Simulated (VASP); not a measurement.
Cu3OF3: single point with PBE

Crystal: Cu3OF3.

```
CELL_PARAMETERS angstrom
4.36778 0.00000 0.00000
0.00000 4.36778 0.00000
0.00000 0.00000 4.36778
ATOMIC_POSITIONS crystal
Cu 0.50000 0.50000 0.00000
Cu 0.00000 0.50000 0.50000
Cu 0.50000 0.00000 0.50000
O 0.50000 0.50000 0.50000
F 0.50000 0.00000 0.00000
F 0.00000 0.50000 0.00000
F 0.00000 0.00000 0.50000
```

The cell was built from a structure type or drawn by symmetry, and may not be a known phase.

```json
{"Program": "VASP 6.6.1", "Task": "single point", "Functional": "PBE", "Potentials or basis": "VASP PAW PBE potentials, release 64 (Cu, O, F)", "Cutoff": "520 eV", "k mesh": "4 × 4 × 4", "Occupations": "gaussian, width 0.1 eV", "Spin": "collinear spin", "Starting moments": "[1.0, 1.0, 1.0, 0.0, 0.0, 0.0, 0.0] μB"}
```

```json
{"Pressure": "-6.7 GPa", "Net moment": "1.41 μB per cell", "Site moments": "Cu +0.36; O +0.16; F +0.05 μB", "Valence electrons inside the program's atomic spheres": "Cu 9.64; O 4.88; F 6.04"}
```

Levels at points of the mesh, in eV from the Fermi level:
Spin up:
```
           k point  band 29  band 30  band 31  band 32  band 33  band 34
(0.00, 0.00, 0.00)    -1.21    -1.21    -1.21     0.80     5.32     5.32
(0.50, 0.00, 0.00)    -1.07    -0.96    -0.73     3.58     4.83     6.82
(0.50, 0.50, 0.00)    -0.15     0.06     0.06     5.46     6.12     6.12
(0.50, 0.50, 0.50)     0.22     0.22     0.22     6.15     6.31     6.31
```
Spin down:
| k point | band 27 | band 28 | band 29 | band 30 | band 31 | band 32 | band 33 | band 34 |
| --- | --- | --- | --- | --- | --- | --- | --- | --- |
| (0.00, 0.00, 0.00) | -0.99 | -0.91 | -0.91 | -0.83 | -0.81 | 0.87 | 5.40 | 5.40 |
| (0.50, 0.00, 0.00) | -0.91 | -0.87 | -0.56 | -0.36 | -0.21 | 3.71 | 4.99 | 6.92 |
| (0.50, 0.50, 0.00) | -0.67 | -0.67 | 0.33 | 0.62 | 0.62 | 5.57 | 6.27 | 6.27 |
| (0.50, 0.50, 0.50) | 0.34 | 0.34 | 0.79 | 0.79 | 0.79 | 6.20 | 6.33 | 6.33 |

Run time: 34 s on 1 thread of Intel(R) Xeon(R) 6975P-C (Granite Rapids), on a shared host, peak memory 0.22 GiB.

Caveat: the cell stands under tension; semilocal functionals often make such compounds metallic where correlation or magnetic order opens a gap, which also shifts bond lengths. With open d or f shells a metallic result of PBE can be an artefact of self-interaction; +U or a hybrid may open a gap.
